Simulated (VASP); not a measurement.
# WC (P1) in VASP: single point with PBE+D3(BJ)

Aim: the single point of WC with PBE+D3(BJ).

All numbers are computed with VASP 6.6.1; they aren't measurements. Logs are shortened: lines on timing, memory, paths and dates and some standing lists are left out, and cuts for length are marked.

### 1 The cell of the first run

The typed cell holds 16 atoms: a = 6.054 Å, b = 5.243 Å, c = 5.924 Å, α = 90.00°, β = 90.00°, γ = 90.00°.

### 2 Single point, PBE+D3(BJ)

Contents of INCAR:

```
SYSTEM = WC
PREC     = Accurate       ! precision mode
ENCUT    = 520            ! plane-wave cutoff, eV
EDIFF    = 1E-6           ! SCF threshold, eV
ISMEAR   = -1             ! smearing method
SIGMA    = 0.17           ! smearing width, eV
LREAL    = Auto         
LASPH    = .True.         ! aspherical terms in the spheres
NELM     = 100            ! most SCF steps
ALGO     = Normal         ! electronic algorithm
ISIF     = 2              ! what is computed and relaxed
LWAVE    = .False.        ! write WAVECAR
LCHARG   = .False.        ! write CHGCAR
GGA      = PE             ! functional
IVDW     = 12             ! dispersion correction
NBANDS   = 86             ! bands
```

Contents of KPOINTS:

```
Automatic mesh
0
Gamma
  2 2 2
  0 0 0
```

Contents of POSCAR:

```
WC
1.0
   -3.0267750000     -5.2425280000      0.0000000000
    4.5401630000     -2.6212640000      0.0000000000
    0.0000000000      0.0000000000      5.9236370000
W C
8 8
Direct
    0.7424929714      0.4813173368     -0.0042541432
    0.7466548424      0.4923735581      0.5020901855
    0.4935610573     -0.0034363812     -0.0094367700
    0.5121126492      0.0013104736      0.4825582661
    0.2606729442      0.5138798653      0.0081200114
    0.2591830597      0.4826013528      0.5100245002
   -0.0178607195      0.0302279061      0.0010804173
    0.0054444205     -0.0037930277      0.5136540271
    0.4996546777      0.6698090547      0.2546915012
    0.4803803481      0.6675758620      0.7386340520
    0.2521534985      0.1795996984      0.2337415341
    0.2457373659      0.1867095335      0.7374354641
   -0.0218430859      0.6713604542      0.2462845039
    0.0330009767      0.6918003894      0.7666742577
    0.7480879030      0.1770627536      0.2385696490
    0.7286895629      0.1735134513      0.7255339920
```

Potentials or basis: VASP PAW PBE potentials, release 64 (W_sv, C).

Started as:

```
$ cat potpaw_PBE.64/W_sv/POTCAR potpaw_PBE.64/C/POTCAR > POTCAR
$ mpirun -np 1 vasp_std > vasp.out
```

OUTCAR:

```text
SYSTEM = WC
   PREC = Accurate
   ENCUT = 520
   EDIFF = 1E-6
   ISMEAR = -1
   LREAL = Auto
   LASPH = .True.
   NELM = 100
   ISIF = 2
   GGA = PE
   IVDW = 12
 IVDW          = 12

 ion  position               nearest neighbor table
   1  0.742  0.481  0.996-  15 2.15  16 2.27  13 2.29   9 2.34  10 2.41  14 2.48   7 2.77   5 2.92
                             2 2.92   3 2.95   2 3.00   3 3.09   5 3.14   7 3.22
   2  0.747  0.492  0.502-  16 2.13  13 2.27  15 2.27   9 2.29  10 2.32  14 2.56   1 2.92   4 2.94
                             6 2.95   1 3.00   4 3.02   8 3.04   8 3.07   6 3.10
   3  0.494  0.997  0.991-  11 2.27  10 2.28  16 2.31   9 2.32  15 2.33  12 2.34   5 2.90   4 2.92
                             1 2.95   7 2.96   4 3.01   5 3.06   1 3.09   7 3.10
   4  0.512  0.001  0.483-  16 2.15   9 2.20  15 2.23  10 2.32  11 2.35  12 2.41   3 2.92   2 2.94
                             6 2.96   8 2.99   3 3.01   2 3.02   8 3.07   6 3.13
   5  0.261  0.514  0.008-  14 2.19  11 2.20   9 2.21  10 2.23  12 2.35  13 2.37   3 2.90   1 2.92
                             6 2.96   6 2.98   7 3.05   3 3.06   1 3.14   7 3.19
   6  0.259  0.483  0.510-  12 2.06  10 2.14  11 2.28   9 2.32  14 2.32  13 2.51   2 2.95   5 2.96
                             4 2.96   8 2.98   5 2.98   8 3.10   2 3.10   4 3.13
   7  0.982  0.030  0.001-  15 2.14  14 2.27  11 2.28  16 2.36  13 2.38  12 2.38   1 2.77   8 2.90
                             3 2.96   8 3.04   5 3.05   3 3.10   5 3.19   1 3.22
   8  0.005  0.996  0.514-  14 2.20  12 2.21  16 2.29  13 2.33  11 2.43  15 2.45   7 2.90   6 2.98
                             4 2.99   2 3.04   7 3.04   2 3.07   4 3.07   6 3.10
   9  0.500  0.670  0.255-   4 2.20   5 2.21   2 2.29   6 2.32   3 2.32   1 2.34
  10  0.480  0.668  0.739-   6 2.14   5 2.23   3 2.28   4 2.32   2 2.32   1 2.41
  11  0.252  0.180  0.234-   5 2.20   3 2.27   7 2.28   6 2.28   4 2.35   8 2.43
  12  0.246  0.187  0.737-   6 2.06   8 2.21   3 2.34   5 2.35   7 2.38   4 2.41
  13  0.978  0.671  0.246-   2 2.27   1 2.29   8 2.33   5 2.37   7 2.38   6 2.51
  14  0.033  0.692  0.767-   5 2.19   8 2.20   7 2.27   6 2.32   1 2.48   2 2.56
  15  0.748  0.177  0.239-   7 2.14   1 2.15   4 2.23   2 2.27   3 2.33   8 2.45
  16  0.729  0.174  0.726-   2 2.13   4 2.15   1 2.27   8 2.29   3 2.31   7 2.36

  LATTYP: Found a simple orthorhombic cell.
 ALAT       =     5.2425284953
 B/A-ratio  =     1.1299198479
 C/A-ratio  =     1.1547004339

  Lattice vectors:

 A1 = (   4.5401630000,  -2.6212640000,   0.0000000000)
 A2 = (   0.0000000000,   0.0000000000,   5.9236370000)
 A3 = (  -3.0267750000,  -5.2425280000,   0.0000000000)

Analysis of symmetry for initial positions (statically):
=====================================================================
 Subroutine PRICEL returns:
 Original cell was already a primitive cell.

 Routine SETGRP: Setting up the symmetry group for a
 simple orthorhombic supercell.

 Subroutine GETGRP returns: Found  1 space group operations
 (whereof  1 operations were pure point group operations)
 out of a pool of  8 trial point group operations.

[... 141 lines left out ...]
   EFERMI_NEDOS =   21; number of points for ismear=-14 and -15
   IALGO  =     38    algorithm
   IMIX   =      4    mixing-type and parameters
     AMIX     =   0.40;   BMIX     =  1.00
     AMIX_MAG =   1.60;   BMIX_MAG =  1.00
  volume/ion in A,a.u.               =      11.75        79.29
  Fermi-wavevector in a.u.,A,eV,Ry     =   1.497899  2.830619 30.527412  2.243702
  Thomas-Fermi vector in A             =   2.609728
   LORBIT       =      0    0 simple, 1 ext, 2 COOP (PROOUT), +10 PAW based schemes
   GGA     = PE    functional components
   LHFCALC =     F    Hartree Fock is set to
   AEXX    =    0.0000 exact exchange contribution
   IVDW    =    12    specifies the selected vdW correction
   LEPSILON=     F    determine dielectric tensor
   LRPA    =     F    only Hartree local field effects (RPA)
 non-spin polarized calculation
  energy-cutoff  :      520.00
  volume of cell :      187.99
 maximum number of plane-waves:      5088
 NGX is ok and might be reduce to    48
   NGX = 23   NGY = 19   NGZ = 23

 number of electron     144.0000002 magnetization

 Free energy of the ion-electron system (eV)
  ---------------------------------------------------
  ext. energy  EPLUGINS =         0.00000000
  ---------------------------------------------------
  free energy    TOTEN  =      -174.95738937 eV

  energy without entropy =     -174.51604100  energy(sigma->0) =     -174.73671518

 E-fermi :   9.8132     XC(G=0): -13.1040

 val. band max:        9.7111710388   @ k =   0.0000   0.0000   0.5000
 cond. band min:       9.8873331576   @ k =   0.0000   0.0000   0.5000
 fundamental gap:      0.1761621188
 Fermi energy:         9.8132444183

 k-point     1 :       0.0000    0.0000    0.0000
  band No.  band energies     occupation
      1     -64.8512      2.00000
      2     -64.8362      2.00000
      3     -64.8170      2.00000
      4     -64.8015      2.00000
      5     -64.7956      2.00000
      6     -64.7713      2.00000
[... 685 lines left out ...]
     83      12.6685      0.00000
     84      12.8326      0.00000
 [bands above 84 left out]

------------------------ aborting loop because EDIFF is reached ----------------------------------------

 Edisp (eV)   -6.50215

 E8    (eV) :    -2.9788

  FORCE on cell =-STRESS in cart. coord.  units (eV):
  Direction    XX          YY          ZZ          XY          YZ          ZX
  --------------------------------------------------------------------------------------
  -------------------------------------------------------------------------------------
  Total     -35.10290   -35.28358   -45.02910    -1.59982     0.69226    -1.76241
  in kB    -299.16735  -300.70719  -383.76418   -13.63458     5.89984   -15.02027
  external pressure =     -327.88 kB  Pullay stress =        0.00 kB

 VOLUME and BASIS-vectors are now :
 -----------------------------------------------------------------------------
  energy-cutoff  :      520.00
  volume of cell :      187.99
      direct lattice vectors                 reciprocal lattice vectors
    -3.026775000 -5.242528000  0.000000000    -0.082596156 -0.143060756  0.000000000
     4.540163000 -2.621264000  0.000000000     0.165192312 -0.095373827  0.000000000
     0.000000000  0.000000000  5.923637000     0.000000000  0.000000000  0.168815206

 POSITION                                       TOTAL-FORCE (eV/Angst)
 -----------------------------------------------------------------------------------
     -0.06210     -5.15420      5.89844         2.603695     -1.838103      0.233705
     -0.02450     -5.20500      2.97420         1.067761     -1.037164     -0.771568
      3.03066     -5.19976      5.86774         0.675396     -0.597787      0.236809
     -1.54410     -2.68820      2.85850         0.640327      1.742434      1.253318
      1.54410     -2.71360      0.04810         0.258710      1.687198     -0.385581
      1.40660     -2.62380      3.02120         3.124251     -0.227503     -1.711784
[... 8 lines left out ...]
     -1.46040     -4.38600      1.41320        -0.394134      0.680908      0.438222
     -1.41780     -4.27500      4.29780        -1.231978     -0.951660      1.475148
 -----------------------------------------------------------------------------------
    total drift:                                0.000948      0.006801     -0.006983

  FREE ENERGIE OF THE ION-ELECTRON SYSTEM (eV)
  ---------------------------------------------------
  free  energy   TOTEN  =      -181.4595394378 eV

  energy  without entropy=     -181.0181910678  energy(sigma->0) =     -181.23886525
```

OSZICAR:

```text
N       E                     dE             d eps       ncg     rms          rms(c)
DAV:   1     0.186111671683E+04    0.18611E+04   -0.78573E+04  1376   0.188E+03
DAV:   2    -0.170827747278E+02   -0.18782E+04   -0.18191E+04  1392   0.594E+02
DAV:   3    -0.191495127706E+03   -0.17441E+03   -0.16556E+03  1634   0.159E+02
DAV:   4    -0.199776343810E+03   -0.82812E+01   -0.80641E+01  1632   0.307E+01
DAV:   5    -0.200056001148E+03   -0.27966E+00   -0.27819E+00  1696   0.535E+00    0.731E+01
DAV:   6    -0.176219486916E+03    0.23837E+02   -0.17699E+02  1692   0.393E+01    0.196E+01
DAV:   7    -0.175180357720E+03    0.10391E+01   -0.12922E+01  1680   0.116E+01    0.118E+01
DAV:   8    -0.175043738356E+03    0.13662E+00   -0.16532E+00  1712   0.699E+00    0.261E+00
DAV:   9    -0.174958413546E+03    0.85325E-01   -0.41927E-01  1696   0.330E+00    0.627E-01
DAV:  10    -0.174957594187E+03    0.81936E-03   -0.49330E-02  1736   0.101E+00    0.427E-01
DAV:  11    -0.174957520793E+03    0.73394E-04   -0.73775E-03  1760   0.497E-01    0.208E-01
DAV:  12    -0.174957386829E+03    0.13396E-03   -0.21484E-03  1752   0.332E-01    0.800E-02
DAV:  13    -0.174957399907E+03   -0.13077E-04   -0.56561E-04  1744   0.137E-01    0.349E-02
DAV:  14    -0.174957396470E+03    0.34366E-05   -0.60501E-05  1736   0.436E-02    0.201E-02
DAV:  15    -0.174957391586E+03    0.48844E-05   -0.21094E-05  1824   0.262E-02    0.933E-03
DAV:  16    -0.174957389583E+03    0.20027E-05   -0.45714E-06  1352   0.136E-02    0.403E-03
DAV:  17    -0.174957389367E+03    0.21568E-06   -0.79567E-07   856   0.540E-03
   1 F= -.18145954E+03 E0= -.18123887E+03  d E =-.441348E+00
```

stdout:

```text
POSCAR found type information on POSCAR W C
 POSCAR found :  2 types and      16 ions
 scaLAPACK will be used
 LDA part: xc-table for (Slater+PW92), standard interpolation
 POSCAR, INCAR and KPOINTS ok, starting setup
 FFT: planning ... GRIDC
 FFT: planning ... GRID_SOFT
 FFT: planning ... GRID
 WAVECAR not read
 entering main loop
```

Wall time 7 min (1 thread of Intel Xeon 8259CL, shared host); peak memory 0.33 GiB.

Results:

| Property | Result |
| --- | --- |
| Free energy | -181.4595 eV |
| Pressure | -32.8 GPa |
| Largest force | 3.570 eV/Å |
| Band gap on the k mesh | zero (bands 72 and 73 overlap by 0.34 eV) |
| Dispersion energy per atom | -0.406 eV |

Forces on the atoms (eV/Å):
```
W    2.604 -1.838  0.234
W    1.068 -1.037 -0.772
W    0.675 -0.598  0.237
W    0.640  1.742  1.253
W    0.259  1.687 -0.386
W    3.124 -0.228 -1.712
W   -3.444 -0.450  0.104
W    0.604  0.491 -1.748
C   -0.510  0.227 -0.695
C   -0.842 -1.619  0.541
C   -0.614  0.536  0.584
C   -1.512  0.404  1.037
C   -0.576 -1.031  0.309
C    0.150  1.982 -0.900
C   -0.394  0.681  0.438
C   -1.232 -0.952  1.475
```

Stress tensor (GPa, compression positive):
```
-29.92  -1.36  -1.50
 -1.36 -30.07   0.59
 -1.50   0.59 -38.38
```

Levels at points of the mesh, in eV from the Fermi level:
```csv
k point,band 70,band 71,band 72,band 73,band 74,band 75
"(0.00, 0.00, 0.00)",-0.56,-0.52,-0.32,-0.18,0.44,0.70
"(0.50, 0.00, 0.00)",-0.95,-0.27,0.16,0.27,0.41,0.51
"(0.00, 0.50, 0.00)",-0.84,-0.27,-0.10,0.52,1.03,1.42
"(0.50, 0.50, 0.00)",-1.44,-1.41,-1.31,0.98,1.21,1.26
"(0.00, 0.00, 0.50)",-1.13,-0.10,0.07,0.11,0.31,0.46
"(0.50, 0.00, 0.50)",-1.03,-1.00,-0.91,0.07,0.27,0.37
"(0.00, 0.50, 0.50)",-1.32,-1.16,-1.06,0.38,0.47,0.86
"(0.50, 0.50, 0.50)",-1.48,-1.34,-1.25,0.83,0.94,0.97
```

Caveat: the k points lie up to 0.60 Å⁻¹ apart; the atoms stand as in a frame of molecular dynamics; spin-orbit coupling is left out, which moves the levels of the heavy elements; forces of over 1 eV/Å act on the atoms, so gaps and moduli don't describe the material at rest.
